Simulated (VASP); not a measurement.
Set up this calculation in VASP 6.6.1, as the native input.

```yaml
Task: single point
Functional: PBEsol
Potentials_or_basis: VASP PAW PBE potentials, release 64 (Pd)
Cutoff: 520 eV
k_mesh: 15 × 15 × 4
Occupations: fermi-dirac, width 0.1 eV
Spin: no spin polarisation
Dipole_correction: no
Further_INCAR_settings: ALGO = Normal; EDIFF = 1e-06; NBANDS = 28
```

The structure of Pd lies in POSCAR:

```
Pd
1.0
    2.6986110357      0.0000000000      0.0000000000
   -1.3493055179      2.3370657119      0.0000000000
    0.0000000000      0.0000000000      8.8942327827
Pd
4
Direct
    0.0000000000      0.0000000000      0.0000000000
    0.0000000000      0.0000000000      0.5000000000
    0.3333333333      0.6666666667      0.2500000000
    0.6666666667      0.3333333333      0.7500000000
```

This isn't the form of Pd at room conditions, which is fcc.

These files were run (other wordings do the same):

INCAR

```
PREC     = Accurate       # precision mode
ENCUT    = 520            # plane-wave cutoff, eV
EDIFF    = 1E-6           # SCF threshold, eV
ISMEAR   = -1             # smearing method
SIGMA    = 0.1            # smearing width, eV
LREAL    = False          # projectors in reciprocal space
LASPH    = True           # aspherical terms in the spheres
NELM     = 60             # most SCF steps
ALGO     = Normal         # electronic algorithm
ISIF     = 2              # what is computed and relaxed
LWAVE    = False          # write WAVECAR
LCHARG   = True           # write CHGCAR
GGA      = PS             # functional
LELF     = True           # ELF
LVHAR    = True         
NBANDS   = 28             # bands
```

KPOINTS

```
regular mesh
0
Gamma
  15 15 4
```

Potentials or basis: VASP PAW PBE potentials, release 64 (Pd).

Command:

```console
$ cat potpaw_PBE.64/Pd/POTCAR > POTCAR
$ mpirun -np 1 vasp_std > vasp.out
```

It gave:

```json
{"Pressure": "8.8 GPa", "Band gap on the k mesh": "zero (bands 20 and 21 overlap by 1.02 eV)"}
```

Caveat: the cell stands under pressure; the PAW data sets were made with another functional, which shifts forces and pressure a little.

It took 46 s on 1 thread of AMD EPYC 9R45 (Zen 5), with other jobs on the host, peak memory 0.2 GiB.
